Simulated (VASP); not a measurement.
# Br (Fm-3m) in VASP: notebook, part 2 of 2

VASP 6.6.1. The steps go on from the part before.

## (3) Single point, PBE

This run uses another cell than the first one, of 26.27 Å³/atom, 0.997 times its volume.

Input file INCAR:

```
SYSTEM = Br
ALGO     = Normal         ! electronic algorithm
EDIFF    = 1E-6           ! SCF threshold, eV
ENCUT    = 520            ! plane-wave cutoff, eV
GGA      = PE             ! functional
ISIF     = 2              ! what is computed and relaxed
ISMEAR   = -5             ! smearing method
LASPH    = .TRUE.         ! aspherical terms in the spheres
LCHARG   = .FALSE.        ! write CHGCAR
LREAL    = .FALSE.        ! projectors in reciprocal space
LWAVE    = .FALSE.        ! write WAVECAR
NBANDS   = 10             ! bands
NELM     = 80             ! most SCF steps
PREC     = Accurate       ! precision mode
SIGMA    = 0.1            ! smearing width, eV
```

Input file KPOINTS:

```
k-points
0
G
  14 14 14
  0 0 0
```

Input file POSCAR:

```
Br
1.0
    0.0000000000      2.3595324580      2.3595324580
    2.3595324580      0.0000000000      2.3595324580
    2.3595324580      2.3595324580      0.0000000000
Br
1
Direct
    0.0000000000      0.0000000000      0.0000000000
```

Potentials or basis: VASP PAW PBE potentials, release 64 (Br).

The run is started by

```bash
> cat potpaw_PBE.64/Br/POTCAR > POTCAR
> mpirun -np 1 vasp_std > vasp.out
```

OUTCAR:

```text
SYSTEM = Br
   EDIFF = 1E-6
   ENCUT = 520
   GGA = PE
   ISIF = 2
   ISMEAR = -5
   LASPH = .TRUE.
   LREAL = .FALSE.
   NELM = 80
   PREC = Accurate

 ion  position               nearest neighbor table
   1  0.000  0.000  0.000-

  LATTYP: Found a face centered cubic cell.
 ALAT       =     4.7190649160

  Lattice vectors:

 A1 = (   0.0000000000,   2.3595324580,   2.3595324580)
 A2 = (   2.3595324580,   0.0000000000,   2.3595324580)
 A3 = (   2.3595324580,   2.3595324580,   0.0000000000)

Analysis of symmetry for initial positions (statically):
=====================================================================
 Subroutine PRICEL returns:
 Original cell was already a primitive cell.

 Routine SETGRP: Setting up the symmetry group for a
 face centered cubic supercell.

 Subroutine GETGRP returns: Found 48 space group operations
 (whereof 48 operations were pure point group operations)
 out of a pool of 48 trial point group operations.

The static configuration has the point symmetry O_h .

Analysis of symmetry for dynamics (positions and initial velocities):
=====================================================================
 Subroutine PRICEL returns:
 Original cell was already a primitive cell.

 Routine SETGRP: Setting up the symmetry group for a
 face centered cubic supercell.

 Subroutine GETGRP returns: Found 48 space group operations
 (whereof 48 operations were pure point group operations)
 out of a pool of 48 trial point group operations.

The dynamic configuration has the point symmetry O_h .

 Subroutine INISYM returns: Found 48 space group operations
 (whereof 48 operations are pure point group operations),
 and found     1 'primitive' translations

----------------------------------------------------------------------------------------

                                     Primitive cell

  volume of cell :      26.2729

  direct lattice vectors                    reciprocal lattice vectors
     0.000000000  2.359532458  2.359532458    -0.211906388  0.211906388  0.211906388
     2.359532458  0.000000000  2.359532458     0.211906388 -0.211906388  0.211906388
     2.359532458  2.359532458  0.000000000     0.211906388  0.211906388 -0.211906388

  length of vectors
     3.336882803  3.336882803  3.336882803     0.367032630  0.367032630  0.367032630

  position of ions in fractional coordinates (direct lattice)
     0.000000000  0.000000000  0.000000000

  ion indices of the primitive-cell ions
   primitive index   ion index
                 1           1

----------------------------------------------------------------------------------------

 KPOINTS: k-points

Automatic generation of k-mesh.
 Grid dimensions read from file:
 generate k-points for:   14   14   14

 Generating k-lattice:

  Cartesian coordinates                     Fractional coordinates (reciprocal lattice)
    -0.015136171  0.015136171  0.015136171     0.071428571  0.000000000  0.000000000
     0.015136171 -0.015136171  0.015136171     0.000000000  0.071428571  0.000000000
     0.015136171  0.015136171 -0.015136171     0.000000000  0.000000000  0.071428571

  Length of vectors
     0.026216616  0.026216616  0.026216616

  Shift w.r.t. Gamma in fractional coordinates (k-lattice)
     0.000000000  0.000000000  0.000000000

 TETIRR: Found    389 inequivalent tetrahedra from    16464

 Subroutine IBZKPT returns following result:
 ===========================================

 Found    104 irreducible k-points:

 Following reciprocal coordinates:
            Coordinates               Weight
  0.000000  0.000000  0.000000      1.000000
  0.071429  0.000000  0.000000      8.000000
  0.142857  0.000000  0.000000      8.000000
  0.214286  0.000000  0.000000      8.000000
  0.285714  0.000000  0.000000      8.000000
  0.357143  0.000000  0.000000      8.000000
[... 16 lines left out ...]
  0.214286  0.142857  0.000000     24.000000
  0.285714  0.142857  0.000000     24.000000
 [... further k-points ...]
   k-points           NKPTS =    104   k-points in BZ     NKDIM =    104   number of bands    NBANDS=     10
   number of dos      NEDOS =    301   number of ions     NIONS =      1
   total plane-waves  NPLWV =  21952
   dimension x,y,z NGX =    28 NGY =   28 NGZ =   28
   dimension x,y,z NGXF=    56 NGYF=   56 NGZF=   56
   ions per type =               1
   NGX,Y,Z   is equivalent  to a cutoff of  13.95, 13.95, 13.95 a.u.
   NGXF,Y,Z  is equivalent  to a cutoff of  27.90, 27.90, 27.90 a.u.
 SYSTEM =  Br
   PREC   = accura    normal or accurate (medium, high low for compatibility)
   ISTART =      0    job   : 0-new  1-cont  2-samecut
   ICHARG =      2    charge: 1-file 2-atom 10-const
   ISPIN  =      1    spin polarized calculation?
   LNONCOLLINEAR =      F non collinear calculations
   LSORBIT =      F    spin-orbit coupling
   LASPH  =      T    aspherical Exc in radial PAW
   ENCUT  =  520.0 eV  38.22 Ry    6.18 a.u.   6.20  6.20  6.20*2*pi/ulx,y,z
   NELM   =     80;   NELMIN=  2; NELMDL= -5     # of ELM steps
   EDIFF  = 0.1E-05   stopping-criterion for ELM
   LREAL  =      F    real-space projection
   EDIFFG = 0.1E-04   stopping-criterion for IOM
   NSW    =      0    number of steps for IOM
   IBRION =     -1    ionic relax: 0-MD 1-quasi-New 2-CG
   NFREE  =      0    steps in history (QN), initial steepest desc. (CG)
   ISIF   =      2    stress and relaxation
   ISYM   =      2    0-nonsym 1-usesym 2-fastsym
   POTIM  = 0.5000    time-step for ionic-motion
   TEBEG  =    0.0;   TEEND  =   0.0 temperature during run
   PSTRESS=    0.0 pullay stress
   NELECT =       7.0000    total number of electrons
   NUPDOWN=      -1.0000    fix difference up-down
   EMIN   =  10.00;   EMAX   =-10.00  energy-range for DOS
   EFERMI =   0.00;   METHOD = LEGACY
   ISMEAR =    -5;   SIGMA  =   0.10  broadening in eV -4-tet -1-fermi 0-gaus
   EFERMI_NEDOS =   21; number of points for ismear=-14 and -15
   IALGO  =     38    algorithm
   IMIX   =      4    mixing-type and parameters
     AMIX     =   0.40;   BMIX     =  1.00
     AMIX_MAG =   1.60;   BMIX_MAG =  1.00
  volume/ion in A,a.u.               =      26.27       177.30
  Fermi-wavevector in a.u.,A,eV,Ry     =   1.053428  1.990690 15.098531  1.109711
  Thomas-Fermi vector in A             =   2.188549
   LORBIT       =      0    0 simple, 1 ext, 2 COOP (PROOUT), +10 PAW based schemes
   GGA     = PE    functional components
   LHFCALC =     F    Hartree Fock is set to
   AEXX    =    0.0000 exact exchange contribution
   IVDW    =     0    specifies the selected vdW correction
   LEPSILON=     F    determine dielectric tensor
   LRPA    =     F    only Hartree local field effects (RPA)
 non-spin polarized calculation
 Fermi weights with tetrahedron method with Bloechl corrections
  energy-cutoff  :      520.00
  volume of cell :       26.27
 maximum number of plane-waves:       725
 NGX is ok and might be reduce to    28
   NGX = 13   NGY = 13   NGZ = 13

 number of electron       7.0000000 magnetization

 Free energy of the ion-electron system (eV)
  ---------------------------------------------------
  ext. energy  EPLUGINS =         0.00000000
  ---------------------------------------------------
  free energy    TOTEN  =        -0.97774499 eV

  energy without entropy =       -0.97774499  energy(sigma->0) =       -0.97774499

 E-fermi :   1.5492     XC(G=0):  -9.3288

 val. band max:        1.6273826658   @ k =   0.2857   0.1429   0.0000
 cond. band min:       1.5145127510   @ k =   0.3571   0.1429   0.0000
 fundamental gap:     -0.1128699148
 Fermi energy:         1.5491994892

 k-point     1 :       0.0000    0.0000    0.0000
  band No.  band energies     occupation
      1     -13.7200      2.00000
      2       2.4393      0.00000
      3       2.4393      0.00000
      4       2.4393      0.00000
      5       9.5805      0.00000
      6      14.1167      0.00000
      7      14.1167      0.00000
      8      14.1167      0.00000
      9      18.2459      0.00000
     10      18.3115      0.00000

 k-point     2 :       0.0714    0.0000    0.0000
  band No.  band energies     occupation
      1     -13.6648      2.00000
      2       2.0500     -0.14306
      3       2.4027      0.00000
      4       2.4027      0.00000
      5       9.9201      0.00000
      6      13.8040      0.00000
      7      14.2385      0.00000
      8      14.2385      0.00000
      9      17.9457      0.00000
     10      17.9457      0.00000
[... 274 lines left out ...]
 k-point    24 :       0.2857    0.1429    0.0000
  band No.  band energies     occupation
      1     -12.9929      2.00000
      2      -0.5107      2.00000
      3       1.6274      1.05423
      4       1.6548      0.12131
      5      11.2468      0.00000
      6      12.5265      0.00000
      7      13.9234      0.00000
      8      15.5687      0.00000
      9      17.3797      0.00000
     10      19.3295      0.00000

 [... further k-points ...]
[... 5 lines left out ...]
  --------------------------------------------------------------------------------------
  -------------------------------------------------------------------------------------
  Total        0.0025351      0.0025351      0.0025351     -0.0000000      0.0000000      0.0000000
  in kB        0.1545934      0.1545934      0.1545934     -0.0000000      0.0000000      0.0000000
  external PRESSURE =       0.1545934 kB  Pullay stress =       0.0000000 kB

 VOLUME and BASIS-vectors are now :
 -----------------------------------------------------------------------------
  energy-cutoff  :      520.00
  volume of cell :       26.27
      direct lattice vectors                 reciprocal lattice vectors
     0.000000000  2.359532458  2.359532458    -0.211906388  0.211906388  0.211906388
     2.359532458  0.000000000  2.359532458     0.211906388 -0.211906388  0.211906388
     2.359532458  2.359532458  0.000000000     0.211906388  0.211906388 -0.211906388

 POSITION                                       TOTAL-FORCE (eV/Angst)
 -----------------------------------------------------------------------------------
      0.00000      0.00000      0.00000         0.000000      0.000000      0.000000
 -----------------------------------------------------------------------------------
    total drift:                                0.000000      0.000000      0.000000

  FREE ENERGIE OF THE ION-ELECTRON SYSTEM (eV)
  ---------------------------------------------------
  free  energy   TOTEN  =        -0.9777449935 eV

  energy  without entropy=       -0.9777449935  energy(sigma->0) =       -0.97774499
```

Wall time 15 s (1 thread of Intel Xeon 6975P-C (Granite Rapids), shared host); peak memory 0.17 GiB.

Results:

```yaml
Free_energy: -0.9777 eV
Pressure: 0.0 GPa
```

Levels at points of the mesh, in eV from the Fermi level:
```csv
k point,band 2,band 3,band 4,band 5,band 6,band 7
"(0.00, 0.00, 0.00)",0.89,0.89,0.89,8.03,12.57,12.57
"(0.50, 0.00, 0.00)",-4.51,0.25,0.25,8.39,11.93,11.93
"(0.50, 0.50, 0.00)",-4.01,-1.06,-1.06,6.66,7.85,18.63
```

Caveat: an odd number of electrons without spin polarisation forces a metal; a magnetic or distorted state may lie lower; tetrahedron occupations give inexact forces and stress in metals.
